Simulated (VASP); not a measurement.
## Fe: single point with LDA

Crystal: Fe.

```
Fe
1.0
     2.40811    0.00000    0.00000
    -1.20406    2.08548    0.00000
     0.00000    0.00000    3.80573
Fe
2
Direct
  0.33333 0.66667 0.25000
  0.66667 0.33333 0.75000
```

This isn't the form of Fe at room conditions, which is bcc.

| Item | Value |
| --- | --- |
| Program | VASP 6.6.1 |
| Task | single point |
| Functional | LDA |
| Potentials or basis | VASP PAW LDA potentials, release 64 (Fe) |
| Cutoff | 520 eV |
| k mesh | 24 × 24 × 14 |
| Occupations | fermi-dirac, width 0.1 eV |
| Spin | no spin polarisation |

- Pressure: -0.3 GPa
- Band gap on the k mesh: zero (bands 8 and 9 overlap by 2.08 eV)

Levels at points of the mesh, in eV from the Fermi level:
```tsv
k point	band 6	band 7	band 8	band 9	band 10	band 11
(0.00, 0.00, 0.00)	-1.31	-1.31	-0.93	-0.93	0.65	0.79
(0.50, 0.00, 0.00)	-1.66	-1.17	0.90	1.16	1.20	2.94
(0.00, 0.00, 0.50)	-1.96	-1.96	-1.96	0.36	0.36	0.36
(0.50, 0.00, 0.50)	-0.71	0.14	0.14	1.06	1.06	2.70
```

Run time: 2.3 min on 1 thread of Intel Xeon 8259CL, with other jobs on the host, peak memory 0.22 GiB.

Caveat: the run has no spin polarisation, though such a crystal can be magnetic. Spin polarisation is off, so any magnetic state and its effect on volume and gap are missing.
